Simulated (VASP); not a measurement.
# AlN (P6_3/mmc) in VASP: single point with HSE06

Aim: the single point of AlN with HSE06.

Program: VASP 6.6.1. These are calculated values, not measurements. Logs are shortened: lines on timing, memory, paths and dates and some standing lists are left out, and cuts for length are marked.

### 1 The cell of the first run

The structure is hexagonal, space group P6_3/mmc (No. 194). Conventional cell: a = 3.267 Å, b = 3.267 Å, c = 4.105 Å, α = 90.00°, β = 90.00°, γ = 120.00°. Al (site symmetry -6m2) has 5 N at 1.89 to 2.05 Å within 2.5 Å. Within 2.5 Å of N (site symmetry -6m2) lie 5 Al at 1.89 to 2.05 Å.

### 2 Single point, HSE06 (strain -0.8%)

File POSCAR:

```
AlN
1.0
    3.2666664779      0.0000000000      0.0000000000
   -1.6333332389      2.8290161555      0.0000000000
    0.0000000000      0.0000000000      4.1046903471
Al N
2 2
Direct
    0.3333333333      0.6666666667      0.2500000000
    0.6666666667      0.3333333333      0.7500000000
    0.6666666667      0.3333333333      0.2500000000
    0.3333333333      0.6666666667      0.7500000000
```

File INCAR.step1:

```
  PREC = Accurate
  ENCUT = 520
  EDIFF = 1E-5
  ISMEAR = 0
  SIGMA = 0.01
  LREAL = F
  LASPH = T
  NELM = 100
  ALGO = Normal
  ISIF = 2
  LWAVE = T
  LCHARG = F
  NBANDS = 16
  GGA = PE
```

File INCAR.step2:

```
  PREC = Accurate
  ENCUT = 520
  EDIFF = 1E-6
  ISMEAR = 0
  SIGMA = 0.01
  LREAL = F
  LASPH = T
  NELM = 100
  ALGO = Normal
  ISIF = 2
  LWAVE = F
  LCHARG = F
  GGA = PE
  LHFCALC = T
  HFSCREEN = 0.2079
  PRECFOCK = Normal
  NBANDS = 16
  ISTART = 1
```

File KPOINTS:

```
regular mesh
0
Gamma
  6 6 4
```

Potentials or basis: VASP PAW PBE potentials, release 64 (Al, N).

Run with:

```console
$ cat potpaw_PBE.64/Al/POTCAR potpaw_PBE.64/N/POTCAR > POTCAR
$ cp INCAR.step1 INCAR
$ mpirun -np 1 vasp_std > vasp.out
$ cp INCAR.step2 INCAR
$ mpirun -np 1 vasp_std > vasp.out
```

OUTCAR:

```text
PREC = Accurate
   ENCUT = 520
   EDIFF = 1E-6
   ISMEAR = 0
   LREAL = F
   LASPH = T
   NELM = 100
   ISIF = 2
   GGA = PE
   LHFCALC = T
   HFSCREEN = 0.2079
   PRECFOCK = Normal
   ISTART = 1

 ion  position               nearest neighbor table
   1  0.333  0.667  0.250-   3 1.89   3 1.89   3 1.89   4 2.05   4 2.05   2 2.79   2 2.79   2 2.79
                             2 2.79   2 2.79   2 2.79
   2  0.667  0.333  0.750-   4 1.89   4 1.89   4 1.89   3 2.05   3 2.05   1 2.79   1 2.79   1 2.79
                             1 2.79   1 2.79   1 2.79
   3  0.667  0.333  0.250-   1 1.89   1 1.89   1 1.89   2 2.05   2 2.05
   4  0.333  0.667  0.750-   2 1.89   2 1.89   2 1.89   1 2.05   1 2.05

  LATTYP: Found a hexagonal cell.
 ALAT       =     3.2666664779
 C/A-ratio  =     1.2565379340

  Lattice vectors:

 A1 = (   3.2666664779,   0.0000000000,   0.0000000000)
 A2 = (  -1.6333332389,   2.8290161555,   0.0000000000)
 A3 = (   0.0000000000,   0.0000000000,   4.1046903471)

Analysis of symmetry for initial positions (statically):
=====================================================================
 Subroutine PRICEL returns:
 Original cell was already a primitive cell.

 Routine SETGRP: Setting up the symmetry group for a
 hexagonal supercell.

 Subroutine GETGRP returns: Found 24 space group operations
 (whereof 12 operations were pure point group operations)
 out of a pool of 24 trial point group operations.

The static configuration has the point symmetry D_3d.
 The point group associated with its full space group is D_6h.

Analysis of symmetry for dynamics (positions and initial velocities):
=====================================================================
 Subroutine PRICEL returns:
 Original cell was already a primitive cell.

 Routine SETGRP: Setting up the symmetry group for a
 hexagonal supercell.

 Subroutine GETGRP returns: Found 24 space group operations
 (whereof 12 operations were pure point group operations)
 out of a pool of 24 trial point group operations.

The dynamic configuration has the point symmetry D_3d.
 The point group associated with its full space group is D_6h.

 Subroutine INISYM returns: Found 24 space group operations
 (whereof 12 operations are pure point group operations),
 and found     1 'primitive' translations

----------------------------------------------------------------------------------------

                                     Primitive cell

  volume of cell :      37.9333

  direct lattice vectors                    reciprocal lattice vectors
     3.266666478  0.000000000  0.000000000     0.306122467  0.176739889  0.000000000
    -1.633333239  2.829016156  0.000000000     0.000000000  0.353479777  0.000000000
     0.000000000  0.000000000  4.104690347     0.000000000  0.000000000  0.243623737

  length of vectors
     3.266666478  3.266666478  4.104690347     0.353479777  0.353479777  0.243623737

  position of ions in fractional coordinates (direct lattice)
     0.333333333  0.666666667  0.250000000
     0.666666667  0.333333333  0.750000000
     0.666666667  0.333333333  0.250000000
     0.333333333  0.666666667  0.750000000

  ion indices of the primitive-cell ions
   primitive index   ion index
                 1           1
                 2           2
                 3           3
                 4           4

----------------------------------------------------------------------------------------

 KPOINTS: regular mesh

Automatic generation of k-mesh.
 Grid dimensions read from file:
 generate k-points for:    6    6    4

 Generating k-lattice:

  Cartesian coordinates                     Fractional coordinates (reciprocal lattice)
     0.051020411  0.029456648  0.000000000     0.166666667 -0.000000000  0.000000000
     0.000000000  0.058913296  0.000000000     0.000000000  0.166666667  0.000000000
     0.000000000  0.000000000  0.060905934     0.000000000  0.000000000  0.250000000

  Length of vectors
     0.058913296  0.058913296  0.060905934

  Shift w.r.t. Gamma in fractional coordinates (k-lattice)
     0.000000000  0.000000000  0.000000000

 Subroutine IBZKPT returns following result:
 ===========================================

 Found     21 irreducible k-points:

 Following reciprocal coordinates:
            Coordinates               Weight
  0.000000  0.000000  0.000000      1.000000
  0.166667 -0.000000  0.000000      6.000000
  0.333333 -0.000000  0.000000      6.000000
  0.500000 -0.000000  0.000000      3.000000
  0.166667  0.166667  0.000000      6.000000
  0.333333  0.166667  0.000000     12.000000
[... 13 lines left out ...]
  0.333333  0.166667  0.500000     12.000000
  0.333333  0.333333  0.500000      2.000000
   k-points           NKPTS =     21   k-points in BZ     NKDIM =    144   number of bands    NBANDS=     16
   number of dos      NEDOS =    301   number of ions     NIONS =      4
   total plane-waves  NPLWV =  18432
   dimension x,y,z NGX =    24 NGY =   24 NGZ =   32
   dimension x,y,z NGXF=    48 NGYF=   48 NGZF=   64
   ions per type =               2   2
   NGX,Y,Z   is equivalent  to a cutoff of  12.21, 12.21, 12.96 a.u.
   NGXF,Y,Z  is equivalent  to a cutoff of  24.43, 24.43, 25.92 a.u.
 SYSTEM =  unknown system
   PREC   = accura    normal or accurate (medium, high low for compatibility)
   ISTART =      1    job   : 0-new  1-cont  2-samecut
   ICHARG =      0    charge: 1-file 2-atom 10-const
   ISPIN  =      1    spin polarized calculation?
   LNONCOLLINEAR =      F non collinear calculations
   LSORBIT =      F    spin-orbit coupling
   LASPH  =      T    aspherical Exc in radial PAW
   ENCUT  =  520.0 eV  38.22 Ry    6.18 a.u.   6.07  6.07  7.63*2*pi/ulx,y,z
   NELM   =    100;   NELMIN=  2; NELMDL=  0     # of ELM steps
   EDIFF  = 0.1E-05   stopping-criterion for ELM
   LREAL  =      F    real-space projection
   EDIFFG = 0.1E-04   stopping-criterion for IOM
   NSW    =      0    number of steps for IOM
   IBRION =     -1    ionic relax: 0-MD 1-quasi-New 2-CG
   NFREE  =      0    steps in history (QN), initial steepest desc. (CG)
   ISIF   =      2    stress and relaxation
   ISYM   =      3    0-nonsym 1-usesym 2-fastsym
   POTIM  = 0.5000    time-step for ionic-motion
   TEBEG  =    0.0;   TEEND  =   0.0 temperature during run
   PSTRESS=    0.0 pullay stress
   NELECT =      16.0000    total number of electrons
   NUPDOWN=      -1.0000    fix difference up-down
   EMIN   =  10.00;   EMAX   =-10.00  energy-range for DOS
   EFERMI =   0.00;   METHOD = LEGACY
   ISMEAR =     0;   SIGMA  =   0.01  broadening in eV -4-tet -1-fermi 0-gaus
   EFERMI_NEDOS =   21; number of points for ismear=-14 and -15
   IALGO  =     38    algorithm
   IMIX   =      1    mixing-type and parameters
     AMIX     =   0.40;   BMIX     =  1.00
     AMIX_MAG =   1.60;   BMIX_MAG =  1.00
  volume/ion in A,a.u.               =       9.48        64.00
  Fermi-wavevector in a.u.,A,eV,Ry     =   1.227744  2.320100 20.508827  1.507356
  Thomas-Fermi vector in A             =   2.362696
   LORBIT       =      0    0 simple, 1 ext, 2 COOP (PROOUT), +10 PAW based schemes
   GGA     = PE    functional components
   LHFCALC =     T    Hartree Fock is set to
   PRECFOCK=normal    Normal, Fast or Accurate (Low or Medium for compatibility)
   ENCUT4O =  -1.0   cutoff for four orbital integrals eV
   NKREDX  =     1    reduce k-point grid by
   NKREDY  =     1    reduce k-point grid by
   NKREDZ  =     1    reduce k-point grid by
   AEXX    =    0.2500 exact exchange contribution
   HFSCREEN=    0.2079 screening length (either q_TF or 0.3 A-1)
   HFSCREENC=   0.2079 screening length for correlation (either q_TF or 0.3 A-1)
   ENCUTFOCK=  -1.0 apply spherical cutoff to Coloumb kernel
   IVDW    =     0    specifies the selected vdW correction
   LEPSILON=     F    determine dielectric tensor
   LRPA    =     F    only Hartree local field effects (RPA)
 non-spin polarized calculation
 Gauss-broadening in eV      SIGMA  =   0.01
  energy-cutoff  :      520.00
  volume of cell :       37.93
 maximum number of plane-waves:      1038
  NGX = 20; NGY = 20; NGZ = 24

 number of electron      16.0000003 magnetization

 Free energy of the ion-electron system (eV)
  ---------------------------------------------------
  ext. energy  EPLUGINS =         0.00000000
  ---------------------------------------------------
  free energy    TOTEN  =       -34.42838831 eV

  energy without entropy =      -34.42838831  energy(sigma->0) =      -34.42838831

 E-fermi :   7.7315     XC(G=0):  -9.3523

 val. band max:        7.6303343760   @ k =   0.0000   0.0000   0.0000
 cond. band min:      12.5669175244   @ k =   0.0000   0.0000   0.0000
 fundamental gap:      4.9365831484
 Fermi energy:         7.7315401695

 k-point     1 :       0.0000    0.0000    0.0000
  band No.  band energies     occupation
      1     -11.1458      2.00000
      2      -6.9991      2.00000
      3      -0.1017      2.00000
      4       3.9559      2.00000
      5       3.9559      2.00000
      6       5.8558      2.00000
[... 8 lines left out ...]
     15      21.3796      0.00000
     16      21.3796      0.00000

 k-point     2 :       0.1667   -0.0000    0.0000
  band No.  band energies     occupation
      1     -10.7963      2.00000
      2      -7.0085      2.00000
      3       0.2773      2.00000
      4       2.8643      2.00000
      5       3.5086      2.00000
      6       4.8893      2.00000
[... 8 lines left out ...]
     15      20.2205      0.00000
     16      21.8521      0.00000

 k-point     3 :       0.3333   -0.0000    0.0000
  band No.  band energies     occupation
      1      -9.8654      2.00000
      2      -7.2596      2.00000
      3       1.1479      2.00000
      4       1.3225      2.00000
      5       2.8520      2.00000
      6       3.5246      2.00000
[... 8 lines left out ...]
     15      21.0467      0.00000
     16      22.9537      0.00000
[... 305 lines left out ...]
 k-point    20 :       0.3333    0.1667    0.5000
  band No.  band energies     occupation
      1      -8.2381      2.00000
      2      -8.2381      2.00000
      3      -0.0869      2.00000
      4      -0.0869      2.00000
      5       2.9389      2.00000
      6       2.9389      2.00000
[... 8 lines left out ...]
     15      22.2922      0.00000
     16      22.2922      0.00000

 k-point    21 :       0.3333    0.3333    0.5000
  band No.  band energies     occupation
      1      -8.0405      2.00000
      2      -8.0405      2.00000
      3      -0.0031      2.00000
      4      -0.0031      2.00000
      5       1.8947      2.00000
      6       1.8947      2.00000
[... 8 lines left out ...]
     15      22.5120      0.00000
     16      22.5120      0.00000

------------------------ aborting loop because EDIFF is reached ----------------------------------------

  FORCE on cell =-STRESS in cart. coord.  units (eV):
  Direction    XX          YY          ZZ          XY          YZ          ZX
  --------------------------------------------------------------------------------------
  -------------------------------------------------------------------------------------
  Total        1.1638871      1.1638871      1.0990197      0.0000000      0.0000000      0.0000000
  in kB       49.1587475     49.1587475     46.4189631      0.0000000      0.0000000      0.0000000
  external PRESSURE =      48.2454860 kB  Pullay stress =       0.0000000 kB

 VOLUME and BASIS-vectors are now :
 -----------------------------------------------------------------------------
  energy-cutoff  :      520.00
  volume of cell :       37.93
      direct lattice vectors                 reciprocal lattice vectors
     3.266666478  0.000000000  0.000000000     0.306122467  0.176739889  0.000000000
    -1.633333239  2.829016156  0.000000000     0.000000000  0.353479777  0.000000000
     0.000000000  0.000000000  4.104690347     0.000000000  0.000000000  0.243623737

 POSITION                                       TOTAL-FORCE (eV/Angst)
 -----------------------------------------------------------------------------------
     -0.00000      1.88601      1.02617         0.000000     -0.000000     -0.000000
      1.63333      0.94301      3.07852        -0.000000      0.000000     -0.000000
      1.63333      0.94301      1.02617        -0.000000      0.000000     -0.000000
     -0.00000      1.88601      3.07852         0.000000     -0.000000      0.000000
 -----------------------------------------------------------------------------------
    total drift:                               -0.000000      0.000000     -0.000000

  FREE ENERGIE OF THE ION-ELECTRON SYSTEM (eV)
  ---------------------------------------------------
  free  energy   TOTEN  =       -34.4283883061 eV

  energy  without entropy=      -34.4283883061  energy(sigma->0) =      -34.42838831
```

Run time: 45 min. Hardware: 1 thread of Intel Xeon 8259CL, shared host; peak memory 0.26 GiB.

What came out:

| Quantity | Value |
| --- | --- |
| Free energy | -34.4284 eV |
| Pressure | 4.8 GPa |
| Band gap on the k mesh | 4.94 eV |

Caveat: the cell differs from its parent crystal (strain -0.8%); the cell stands under pressure; the PAW data sets were made with another functional, which shifts forces and pressure a little.
